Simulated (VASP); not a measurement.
# ZnWO4 in VASP: notebook

The runs below take ZnWO4 through single point, with PBE.

All numbers are computed with VASP 6.6.1; they aren't measurements. Logs are shortened: lines on timing, memory, paths and dates and some standing lists are left out, and cuts for length are marked.

## 1. The cell of the first run

The cell holds an amorphous packing of atoms, 18 atoms: a = 6.331 Å, b = 5.929 Å, c = 6.259 Å, α = 90.59°, β = 90.65°, γ = 87.54°.

## 2. Single point, PBE

Contents of INCAR:

```
SYSTEM = ZnWO4
ALGO = Normal
EDIFF = 1E-7
ENCUT = 520
GGA = PE
ISIF = 2
ISMEAR = -1
ISYM = 0
LASPH = .True.
LCHARG = .True.
LELF = .True.
LREAL = Auto
LVHAR = .True.
LWAVE = .False.
NBANDS = 90
NELM = 60
PREC = Accurate
SIGMA = 0.2585
```

Contents of KPOINTS:

```
k-points
0
Gamma
  1 1 1
  0 0 0
```

Contents of POSCAR:

```
ZnWO4
1.0
    6.3295770000      0.1311510000     -0.0352210000
    0.1311510000      5.9276150000     -0.0312300000
   -0.0352210000     -0.0312300000      6.2590500000
W O Zn
3 12 3
Direct
    0.8770521444      0.5816329049      0.8678577498
    0.7043987881      0.6121184190      0.3726842073
    0.4095886966      0.0315151238      0.2107104658
    0.7090998899      0.4928979622      0.6815086012
    0.5132525150      0.1913855450     -0.0142040346
    0.0685399584      0.3987034413      0.7165412570
    0.9782744193      0.7469298463      0.3822679835
    0.5367011739      0.3727859510      0.3951806196
    0.4169680855      0.7291934739      0.3708599141
    0.7069413058      0.7793945809      0.0528039675
    0.9812423600      0.8570718522      0.7797593391
    0.2102472773      0.2204715066      0.3437832330
    0.6315879701      0.9875118730      0.3977132561
    0.2733786160     -0.1600497821      1.0200252935
   -0.1500317867      0.3911838887      1.1064254804
    0.2952875837      0.4750097544      0.9930581923
    1.1449687279      0.1071577543      0.7639354982
    1.2006860844      0.5667682537      0.4259744749
```

Potentials or basis: VASP PAW PBE potentials, release 64 (W_sv, O, Zn).

Started as:

```bash
> cat potpaw_PBE.64/W_sv/POTCAR potpaw_PBE.64/O/POTCAR potpaw_PBE.64/Zn/POTCAR > POTCAR
> mpirun -np 1 vasp_gam > vasp.out
```

OUTCAR:

```text
SYSTEM = ZnWO4
   EDIFF = 1E-7
   ENCUT = 520
   GGA = PE
   ISIF = 2
   ISMEAR = -1
   ISYM = 0
   LASPH = .True.
   LREAL = Auto
   NELM = 60
   PREC = Accurate

 ion  position               nearest neighbor table
   1  0.877  0.582  0.868-   4 1.67   6 1.85  11 1.88  15 1.90  10 1.94  16 2.80   2 3.28   2 3.36

   2  0.704  0.612  0.373-   8 1.82   9 1.92   7 1.94   4 2.06  10 2.24  13 2.26  15 2.29  18 3.16
                             3 3.21  18 3.23   1 3.28   1 3.36
   3  0.410  0.032  0.211-  13 1.83   5 1.85  12 1.85  14 1.87   9 2.06   8 2.48  10 2.55  16 3.03
                             2 3.21  17 3.27
   4  0.709  0.493  0.682-   1 1.67   2 2.06
   5  0.513  0.191  0.986-   3 1.85  16 2.13
   6  0.069  0.399  0.717-  17 1.80   1 1.85  18 2.27  16 2.29
   7  0.978  0.747  0.382-  18 1.75   2 1.94
   8  0.537  0.373  0.395-   2 1.82  18 2.38   3 2.48
   9  0.417  0.729  0.371-  18 1.75   2 1.92   3 2.06
  10  0.707  0.779  0.053-   1 1.94   2 2.24   3 2.55
  11  0.981  0.857  0.780-  17 1.85   1 1.88
  12  0.210  0.220  0.344-   3 1.85  18 2.11
  13  0.632  0.988  0.398-   3 1.83   2 2.26
  14  0.273  0.840  0.020-   3 1.87  16 2.17  17 2.38
  15  0.850  0.391  0.106-   1 1.90   2 2.29
  16  0.295  0.475  0.993-   5 2.13  14 2.17   6 2.29  17 2.79   1 2.80  18 2.82   3 3.03
  17  0.145  0.107  0.764-   6 1.80  11 1.85  14 2.38  16 2.79   3 3.27
  18  0.201  0.567  0.426-   9 1.75   7 1.75  12 2.11   6 2.27   8 2.38  16 2.82   2 3.16   2 3.23

IMPORTANT INFORMATION: All symmetrisations will be switched off!
NOSYMM: (Re-)initialisation of all symmetry stuff for point group C_1.

----------------------------------------------------------------------------------------

                                     Primitive cell

  volume of cell :     234.7142

  direct lattice vectors                    reciprocal lattice vectors
     6.329577000  0.131151000 -0.035221000     0.158065663 -0.003492676  0.000872042
     0.131151000  5.927615000 -0.031230000    -0.003492676  0.168783525  0.000822504
    -0.035221000 -0.031230000  6.259050000     0.000872042  0.000822504  0.159777666

  length of vectors
     6.331033573  5.929147956  6.259227008     0.158106650  0.168821662  0.159782163

  position of ions in fractional coordinates (direct lattice)
     0.877052144  0.581632905  0.867857750
     0.704398788  0.612118419  0.372684207
     0.409588697  0.031515124  0.210710466
     0.709099890  0.492897962  0.681508601
     0.513252515  0.191385545  0.985795965
     0.068539958  0.398703441  0.716541257
     0.978274419  0.746929846  0.382267984
     0.536701174  0.372785951  0.395180620
     0.416968086  0.729193474  0.370859914
     0.706941306  0.779394581  0.052803967
     0.981242360  0.857071852  0.779759339
     0.210247277  0.220471507  0.343783233
     0.631587970  0.987511873  0.397713256
     0.273378616  0.839950218  0.020025293
     0.849968213  0.391183889  0.106425480
     0.295287584  0.475009754  0.993058192
     0.144968728  0.107157754  0.763935498
     0.200686084  0.566768254  0.425974475

  ion indices of the primitive-cell ions
   primitive index   ion index
                 1           1
                 2           2
                 3           3
                 4           4
                 5           5
                 6           6
                 7           7
                 8           8
                 9           9
                10          10
                11          11
                12          12
                13          13
                14          14
                15          15
                16          16
                17          17
                18          18

----------------------------------------------------------------------------------------

 KPOINTS: k-points

Automatic generation of k-mesh.
 Grid dimensions read from file:
 generate k-points for:    1    1    1

 Generating k-lattice:

  Cartesian coordinates                     Fractional coordinates (reciprocal lattice)
     0.158065663 -0.003492676  0.000872042     1.000000000  0.000000000  0.000000000
    -0.003492676  0.168783525  0.000822504     0.000000000  1.000000000 -0.000000000
     0.000872042  0.000822504  0.159777666     0.000000000  0.000000000  1.000000000

  Length of vectors
     0.158106650  0.168821662  0.159782163

  Shift w.r.t. Gamma in fractional coordinates (k-lattice)
     0.000000000  0.000000000  0.000000000

 Subroutine IBZKPT returns following result:
 ===========================================

 Found      1 irreducible k-points:

 Following reciprocal coordinates:
            Coordinates               Weight
  0.000000  0.000000  0.000000      1.000000
   k-points           NKPTS =      1   k-points in BZ     NKDIM =      1   number of bands    NBANDS=     90
   number of dos      NEDOS =    301   number of ions     NIONS =     18
   total plane-waves  NPLWV = 110592
[... 79 lines left out ...]
      8     -36.9587      2.00000
      9     -36.9306      2.00000
     10     -36.8484      2.00000
     11     -36.8000      2.00000
     12     -36.7303      2.00000
     13     -17.4597      2.00000
     14     -17.1011      2.00000
     15     -16.7466      2.00000
     16     -15.5591      2.00000
     17     -15.2744      2.00000
     18     -15.1287      2.00000
     19     -14.9983      2.00000
     20     -14.8428      2.00000
     21     -14.7390      2.00000
     22     -14.4239      2.00000
     23     -14.3882      2.00000
     24     -14.1938      2.00000
     25      -5.4012      2.00000
     26      -5.2102      2.00000
     27      -5.0091      2.00000
     28      -4.8489      2.00000
     29      -4.7091      2.00000
     30      -4.6935      2.00000
     31      -4.5708      2.00000
     32      -4.5138      2.00000
     33      -4.4576      2.00000
     34      -4.3668      2.00000
     35      -4.3183      2.00000
     36      -4.2980      2.00000
     37      -4.1523      2.00000
     38      -4.1177      2.00000
     39      -4.0026      2.00000
     40      -3.8063      2.00000
     41      -3.7139      2.00000
     42      -3.4250      2.00000
     43      -3.1842      2.00000
     44      -3.1476      2.00000
     45      -3.0775      2.00000
     46      -2.9635      2.00000
     47      -2.8537      2.00000
     48      -2.6271      2.00000
     49      -2.4689      2.00000
     50      -2.2897      2.00000
     51      -2.1569      2.00000
     52      -1.9133      2.00000
     53      -1.7330      2.00000
     54      -1.5263      2.00000
     55      -1.3903      2.00000
     56      -1.1969      2.00000
     57      -0.9761      2.00000
     58      -0.7958      2.00000
     59      -0.6912      2.00000
     60      -0.3561      1.99999
     61      -0.3249      1.99999
     62      -0.0440      1.99998
     63       0.0965      1.99996
     64       0.1981      1.99994
     65       0.4339      1.99984
     66       0.5289      1.99977
     67       0.6159      1.99968
     68       1.0621      1.99822
     69       1.1087      1.99786
     70       1.2445      1.99639
     71       1.2969      1.99558
     72       1.6108      1.98520
     73       1.6550      1.98247
     74       1.7659      1.97321
     75       2.3698      1.75366
     76       3.3289      0.29672
     77       4.0813      0.01879
     78       4.7834      0.00125
     79       4.8575      0.00094
     80       5.0827      0.00039
     81       5.4358      0.00010
     82       5.7325      0.00003
     83       5.8779      0.00002
     84       6.3355      0.00000
     85       6.8459      0.00000
     86       7.0032      0.00000
     87       7.4757      0.00000
 [bands above 87 left out]

------------------------ aborting loop because EDIFF is reached ----------------------------------------

  FORCE on cell =-STRESS in cart. coord.  units (eV):
  Direction    XX          YY          ZZ          XY          YZ          ZX
  --------------------------------------------------------------------------------------
  -------------------------------------------------------------------------------------
  Total       31.5345153      3.0341214     12.4199278      0.2588747      6.0842836     15.3101899
  in kB      215.2570012     20.7111438     84.7793722      1.7670985     41.5317826    104.5085212
  external PRESSURE =     106.9158391 kB  Pullay stress =       0.0000000 kB

 VOLUME and BASIS-vectors are now :
 -----------------------------------------------------------------------------
  energy-cutoff  :      520.00
  volume of cell :      234.71
      direct lattice vectors                 reciprocal lattice vectors
     6.329577000  0.131151000 -0.035221000     0.158065663 -0.003492676  0.000872042
     0.131151000  5.927615000 -0.031230000    -0.003492676  0.168783525  0.000822504
    -0.035221000 -0.031230000  6.259050000     0.000872042  0.000822504  0.159777666

 POSITION                                       TOTAL-FORCE (eV/Angst)
 -----------------------------------------------------------------------------------
      5.59708      3.53562      5.38291         1.774828      6.817971      7.223526
      4.52570      3.70915      2.28872         1.793243      0.972688     -4.398998
      2.58924      0.23395      1.30344         0.566995      1.435306      0.587911
      4.52894      2.99343      4.22523        -5.124505     -0.432116     -4.388517
      3.23905      1.17099      6.14609        -1.790273      1.147047     -0.668188
      0.46088      2.34997      4.47000         4.248424     -0.789978     -0.418656
      6.27656      4.54388      2.33485        -3.287311     -0.081616      0.515973
      3.43206      2.26778      2.44291         1.030642     -0.224369     -1.058915
      2.72180      4.36548      2.28377         0.063211      1.321668     -0.401983
      4.57500      4.71102      0.28126        -0.973882     -1.654388      1.059964
      6.29579      5.18473      4.81923        -1.442987     -1.411616      0.046954
      1.34758      1.32371      2.13747        -0.296464     -1.428005     -0.984345
      4.11319      5.92400      2.43622         1.986904     -0.232761      1.113369
      1.83983      5.01413      0.08948        -0.259884     -1.200983     -0.347547
      5.42749      2.42694      0.62397         0.746709      1.309019      0.789799
      1.89637      2.82339      6.19037         1.471361      0.533890      0.289354
      0.90474      0.63034      4.77306         0.310665     -2.278918      0.332094
      1.32959      3.37260      2.64143        -0.817675     -3.802839      0.708206
 -----------------------------------------------------------------------------------
    total drift:                               -0.004676     -0.004029     -0.006120

  FREE ENERGIE OF THE ION-ELECTRON SYSTEM (eV)
  ---------------------------------------------------
  free  energy   TOTEN  =      -123.7762916775 eV

  energy  without entropy=     -123.2219592837  energy(sigma->0) =     -123.49912548
```

It took 38 s on 1 thread of AMD EPYC 9R45 (Zen 5), shared host; peak memory 0.28 GiB.

What came out:

* Free energy: -123.7763 eV
* Pressure: 10.7 GPa
* Largest force: 10.090 eV/Å
* Band gap on the k mesh: 0.96 eV

Forces in eV/Å, atoms in the order of the input:
```
W    1.775  6.818  7.224
W    1.793  0.973 -4.399
W    0.567  1.435  0.588
O   -5.125 -0.432 -4.389
O   -1.790  1.147 -0.668
O    4.248 -0.790 -0.419
O   -3.287 -0.082  0.516
O    1.031 -0.224 -1.059
O    0.063  1.322 -0.402
O   -0.974 -1.654  1.060
O   -1.443 -1.412  0.047
O   -0.296 -1.428 -0.984
O    1.987 -0.233  1.113
O   -0.260 -1.201 -0.348
O    0.747  1.309  0.790
Zn   1.471  0.534  0.289
Zn   0.311 -2.279  0.332
Zn  -0.818 -3.803  0.708
```

Stress tensor (GPa, compression positive):
```
21.53  0.18 10.45
 0.18  2.07  4.15
10.45  4.15  8.48
```

Caveat: the k points lie up to 1.06 Å⁻¹ apart; spin-orbit coupling is left out, which moves the levels of the heavy elements.

## 3. Single point, PBE

Contents of INCAR:

```
SYSTEM = ZnWO4
PREC     = Accurate       ! precision mode
ENCUT    = 520            ! plane-wave cutoff, eV
EDIFF    = 1E-7           ! SCF threshold, eV
ISMEAR   = -1             ! smearing method
SIGMA    = 0.1861         ! smearing width, eV
LREAL    = Auto         
LASPH    = .TRUE.         ! aspherical terms in the spheres
NELM     = 100            ! most SCF steps
ALGO     = Normal         ! electronic algorithm
ISIF     = 2              ! what is computed and relaxed
LWAVE    = .FALSE.        ! write WAVECAR
LCHARG   = .FALSE.        ! write CHGCAR
GGA      = PE             ! functional
NBANDS   = 90             ! bands
ISYM     = 0
```

Contents of KPOINTS:

```
regular mesh
0
G
  1 1 1
  0 0 0
```

Contents of POSCAR:

```
ZnWO4
1.0
    6.3295770000      0.1311510000     -0.0352210000
    0.1311510000      5.9276150000     -0.0312300000
   -0.0352210000     -0.0312300000      6.2590500000
W O Zn
3 12 3
Direct
    0.8568419364      0.6405147620      0.8252509735
    0.6466451334      0.6200921862      0.3064329199
    0.3968368081      0.0217021602      0.2232018833
    0.6080983248      0.5054269016      0.7754014288
    0.3748761401      0.2611106277      1.0410071812
    0.1318996479      0.4789972341      0.7434185254
    0.8992652113      0.6424559316      0.4778721881
    0.5191373971      0.3696303414      0.4203888919
    0.3300237218      0.6872738143      0.2264332969
    0.6702738528      0.8443736382      0.1116211732
    0.9052855327      0.9196665938      0.8181107755
    0.1502853776      0.0632823477      0.3625511074
    0.5468171613      0.8945889643      0.4961121034
    0.3965622707      0.8729857932     -0.1244885939
    0.8431621968      0.4709732477      0.0937128654
    0.3603146323      0.5881456358      0.9500325816
    0.2311748827      0.0003192284      0.7048376639
    0.1218494193      0.3684279527      0.4573401176
```

Potentials or basis: VASP PAW PBE potentials, release 64 (W_sv, O, Zn).

Started as:

```bash
> cat potpaw_PBE.64/W_sv/POTCAR potpaw_PBE.64/O/POTCAR potpaw_PBE.64/Zn/POTCAR > POTCAR
> mpirun -np 1 vasp_gam > vasp.out
```

Wall time 33 s (1 thread of AMD EPYC 9R45 (Zen 5), shared host); peak memory 0.28 GiB.

The run converged. Its results:

| Quantity | Value |
| --- | --- |
| Free energy | -126.0399 eV |
| Pressure | 6.7 GPa |
| Largest force | 5.899 eV/Å |
| Band gap on the k mesh | 1.57 eV |

Forces on the atoms (eV/Å):
```
W    0.376 -5.886  0.061
W    0.595 -3.096  4.291
W    2.856  1.011 -2.139
O    1.434  1.314 -1.011
O   -0.223 -1.652  1.191
O   -1.635  0.383  1.561
O   -0.981 -0.359  0.335
O    0.412 -0.532 -1.483
O   -0.190  0.372  1.697
O    0.210  1.846 -0.860
O    1.219  4.025 -0.693
O   -1.777  0.286  1.749
O   -0.103  0.381 -3.021
O    1.705  1.702  3.622
O    0.525  0.362  0.798
Zn  -1.081 -3.995 -2.170
Zn  -3.316  2.043 -3.241
Zn  -0.025  1.796 -0.685
```

Stress tensor (GPa, compression positive):
```
 3.91 -2.75  7.13
-2.75  8.51 -3.32
 7.13 -3.32  7.71
```

Levels at points of the mesh, in eV from the valence-band top:
```tsv
k point	band 73	band 74	band 75	band 76	band 77	band 78
(0.00, 0.00, 0.00)	-0.40	-0.13	0.00	1.57	2.14	2.44
```

Caveat: the k points lie up to 1.06 Å⁻¹ apart; spin-orbit coupling is left out, which moves the levels of the heavy elements.

## 4. Single point, PBE

Contents of INCAR:

```
PREC     = Accurate       # precision mode
ENCUT    = 520            # plane-wave cutoff, eV
EDIFF    = 1E-6           # SCF threshold, eV
ISMEAR   = -1             # smearing method
SIGMA    = 0.1861         # smearing width, eV
LREAL    = Auto         
LASPH    = True           # aspherical terms in the spheres
NELM     = 80             # most SCF steps
ALGO     = Normal         # electronic algorithm
ISIF     = 2              # what is computed and relaxed
LWAVE    = False          # write WAVECAR
LCHARG   = True           # write CHGCAR
GGA      = PE             # functional
LELF     = True           # ELF
LVHAR    = True         
ISYM     = 0            
NBANDS   = 90             # bands
```

Contents of KPOINTS:

```
regular mesh
0
Gamma
  1 1 1
```

Contents of POSCAR:

```
ZnWO4
1.0
    6.3295770000      0.1311510000     -0.0352210000
    0.1311510000      5.9276150000     -0.0312300000
   -0.0352210000     -0.0312300000      6.2590500000
W O Zn
3 12 3
Direct
    0.8132071004      0.7026274778      0.8712488354
    0.6483739232      0.6209575100      0.3660563314
    0.4102589157      0.0089575125      0.2098800093
    0.6125824285      0.5985407237      0.7148821614
    0.2247979078      0.2465659798      1.1035757603
    0.0155828126      0.4905541882      0.8319265463
    0.9548916384      0.6541188286      0.4752985468
    0.5580300386      0.3512181976      0.4292812680
    0.3728904173      0.6968080039      0.2172759264
    0.6488074069      0.9416069157      0.0614158746
    0.9002338598      0.9854052958      0.8242645999
    0.1702381281      0.0551136954      0.4046323576
    0.5993396437      0.9137036901      0.4690263391
    0.3102051425      0.8885346893     -0.0831166593
    0.7612943368      0.5066304912      0.0997762629
    0.3061268900      0.5024201853      0.9449655583
    0.1767021108     -0.0687976459      0.6469644874
    0.1055420294      0.3850475388      0.4277780702
```

Started as:

```bash
> cat potpaw_PBE.64/W_sv/POTCAR potpaw_PBE.64/O/POTCAR potpaw_PBE.64/Zn/POTCAR > POTCAR
> mpirun -np 1 vasp_gam > vasp.out
```

Wall time 35 s (1 thread of AMD EPYC 9R45 (Zen 5), shared host); peak memory 0.28 GiB.

Results (log left out):

| Property | Result |
| --- | --- |
| Free energy | -126.4803 eV |
| Pressure | 10.4 GPa |
| Largest force | 4.933 eV/Å |
| Band gap on the k mesh | 1.36 eV |

Forces in eV/Å, atoms in the order of the input:
```
W    2.338  3.334  1.007
W    2.588 -1.642  0.645
W   -1.785  2.431 -3.802
O   -3.213 -0.801 -1.762
O    2.096  0.933  0.339
O    2.778 -0.629 -0.991
O   -1.539 -0.186 -1.317
O   -1.228 -1.212 -0.246
O   -0.505 -2.878  1.730
O    1.612  0.007  1.415
O    0.665 -1.144 -1.410
O   -0.064  1.715 -0.983
O   -1.675  0.849 -0.682
O   -0.614 -0.564 -0.640
O   -1.090  0.795  2.850
Zn   0.052  1.365 -0.080
Zn  -0.619 -1.311  4.716
Zn   0.203 -1.062 -0.789
```

Stress tensor (GPa, compression positive):
```
10.34  0.46 -1.94
 0.46  4.51 -9.45
-1.94 -9.45 16.47
```

Levels at points of the mesh, in eV from the valence-band top:
| k point | band 71 | band 72 | band 73 | band 74 | band 75 | band 76 | band 77 | band 78 | band 79 | band 80 |
| --- | --- | --- | --- | --- | --- | --- | --- | --- | --- | --- |
| (0.00, 0.00, 0.00) | -1.43 | -0.96 | -0.90 | -0.50 | 0.00 | 1.36 | 1.78 | 2.00 | 2.23 | 2.46 |

Caveat: the k points lie up to 1.06 Å⁻¹ apart; spin-orbit coupling is left out, which moves the levels of the heavy elements.
